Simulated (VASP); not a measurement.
Set up this calculation in VASP 6.6.1, as the native input.

| Item | Value |
| --- | --- |
| Task | single point |
| Functional | PBE |
| Potentials or basis | VASP PAW PBE potentials, release 64 (Ga_d, B, O) |
| Cutoff | 520 eV |
| k mesh | 4 × 4 × 4 |
| Occupations | gaussian, width 0.1 eV |
| Spin | no spin polarisation |
| Dipole correction | no |
| Further INCAR settings | ALGO = Normal; EDIFF = 1e-06; NBANDS = 39 |

The structure of Ga3BO3 lies in POSCAR:

```
Ga3BO3
1.0
    4.2513989509      0.0000000000      0.0000000000
    0.0000000000      4.2513989509      0.0000000000
    0.0000000000      0.0000000000      4.2513989509
Ga B O
3 1 3
Direct
    0.5000000000      0.0000000000      0.0000000000
    0.0000000000      0.5000000000      0.0000000000
    0.0000000000      0.0000000000      0.5000000000
    0.0000000000      0.0000000000      0.0000000000
    0.0000000000      0.5000000000      0.5000000000
    0.5000000000      0.0000000000      0.5000000000
    0.5000000000      0.5000000000      0.0000000000
```

These files were run (other wordings do the same):

INCAR

```
SYSTEM = Ga3BO3
PREC     = Accurate       ! precision mode
ENCUT    = 520            ! plane-wave cutoff, eV
EDIFF    = 1E-6           ! SCF threshold, eV
ISMEAR   = 0              ! smearing method
SIGMA    = 0.1            ! smearing width, eV
LREAL    = .False.        ! projectors in reciprocal space
LASPH    = .True.         ! aspherical terms in the spheres
NELM     = 100            ! most SCF steps
ALGO     = Normal         ! electronic algorithm
ISIF     = 2              ! what is computed and relaxed
LWAVE    = .False.        ! write WAVECAR
LCHARG   = .False.        ! write CHGCAR
GGA      = PE             ! functional
NBANDS   = 39             ! bands
```

KPOINTS

```
Automatic mesh
0
Gamma
  4 4 4
  0 0 0
```

Potentials or basis: VASP PAW PBE potentials, release 64 (Ga_d, B, O).

Launch:

```bash
$ cat potpaw_PBE.64/Ga_d/POTCAR potpaw_PBE.64/B/POTCAR potpaw_PBE.64/O/POTCAR > POTCAR
$ mpirun -np 1 vasp_std > vasp.out
```

Results of the run:

```yaml
Pressure: 0.5 GPa
Band_gap_on_the_k_mesh: zero (band 30 reaches 5.73 eV, above the bottom of band 31 at 3.85 eV)
```

Caveat: the k points lie up to 0.37 Å⁻¹ apart.

Run time: 24 s on 1 thread of Intel(R) Xeon(R) Platinum 8488C (Sapphire Rapids) (shared host), peak memory 0.18 GiB.
